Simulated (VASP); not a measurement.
Write the native input for VASP 6.6.1 that does the following.

- Task: single point
- Functional: PBE
- Dispersion: D3(BJ)
- Potentials or basis: VASP PAW PBE potentials, release 64 (C, O, H)
- Cutoff: 520 eV
- k mesh: 1 × 1 × 1
- Occupations: fermi-dirac, width 0.02 eV
- Spin: no spin polarisation
- Dipole correction: no
- Further INCAR settings: LREAL = Auto; ALGO = Normal; EDIFF = 1e-07; NBANDS = 64

The structure of H6C2O lies in POSCAR:

```
H6C2O
1.0
    7.0419250000      0.0000000000      0.0000000000
    0.0000000000      7.0419250000      0.0000000000
    0.0000000000      0.0000000000      7.0419250000
C O H
8 4 24
Direct
    0.5935024869      0.6636253581      0.4312883196
    0.4649438896      0.5341153165      0.3230366697
    0.1210748481      0.6157833263      0.9063714822
    0.0299775985      0.7090532773      1.0655893097
    1.0568133003     -0.0200371347      0.4418678131
    0.9125345697      0.1068741857      0.3449482918
    0.6299129854      0.2051427699      0.7766484306
    0.4278801606      0.1300354662      0.8490718092
    0.5046347412      0.4663071532      0.1421344306
   -0.1780337053      0.7078746224      1.1055357732
    0.9287659269      0.3158937364      0.4063519563
    0.4480024993      0.1019891578      1.0547258030
    0.4583831836      0.3226106498      0.1380446398
    0.4189337433      0.4112795862      0.4050738967
    0.3389840136      0.6319578808      0.3023605051
    0.5119054804      0.7438733017      0.5424511053
    0.7216634656      0.6152152998      0.5207098911
    0.6500637255      0.7471394541      0.3075011449
   -0.2251089013      0.5736499608      1.1186287840
    0.0789840846      0.6693198238      1.2149376768
    0.0373477423      0.8583732431      1.0523258910
    0.2854475161      0.6316738676      0.9451392907
    0.0980555743      0.4762334163      0.9333953429
    0.0791260912      0.6206257522      0.7520102813
    0.8117382676      0.3836876990      0.3459139369
    0.9234690798      0.1273657416      0.1870085239
    0.7756969863      0.0397476542      0.3916116687
    1.0161994057     -0.1625975852      0.3790156811
    1.2174511941      0.0053252484      0.4103991451
    1.0239671681     -0.0365809065      0.6032015394
    0.3536958999     -0.0014910696      1.0894180214
    0.3152689073      0.2294969060      0.8134139458
    0.3925773137     -0.0006248291      0.7730982650
    0.6510151699      0.1821376967      0.6218186078
    0.6306372192      0.3489954806      0.8099631848
    0.7637258278      0.1518192824      0.8411478395
```

One way to write it, as run:

INCAR

```
PREC     = Accurate       # precision mode
ENCUT    = 520            # plane-wave cutoff, eV
EDIFF    = 1E-7           # SCF threshold, eV
ISMEAR   = -1             # smearing method
SIGMA    = 0.02           # smearing width, eV
LREAL    = Auto         
LASPH    = T              # aspherical terms in the spheres
NELM     = 60             # most SCF steps
ALGO     = Normal         # electronic algorithm
ISIF     = 2              # what is computed and relaxed
LWAVE    = F              # write WAVECAR
LCHARG   = F              # write CHGCAR
GGA      = PE             # functional
IVDW     = 12             # dispersion correction
NBANDS   = 64             # bands
```

KPOINTS

```
Automatic mesh
0
Gamma
  1 1 1
```

Potentials or basis: VASP PAW PBE potentials, release 64 (C, O, H).

Run with:

```sh
$ cat potpaw_PBE.64/C/POTCAR potpaw_PBE.64/O/POTCAR potpaw_PBE.64/H/POTCAR > POTCAR
$ mpirun -np 1 vasp_gam > vasp.out
```

Results of the run:

The pressure is -2.1 GPa. The largest force is 3.923 eV/Å and the band gap on the k mesh is 4.57 eV. The dispersion energy per atom is -0.041 eV.

Caveat: the k points lie up to 0.89 Å⁻¹ apart, too coarse for converged energies, forces and pressures.

Wall time 60 s on 1 thread of Intel(R) Xeon(R) Platinum 8259CL CPU @ 2.50GHz (Skylake/Cascade Lake), on a shared host, peak memory 0.35 GiB.
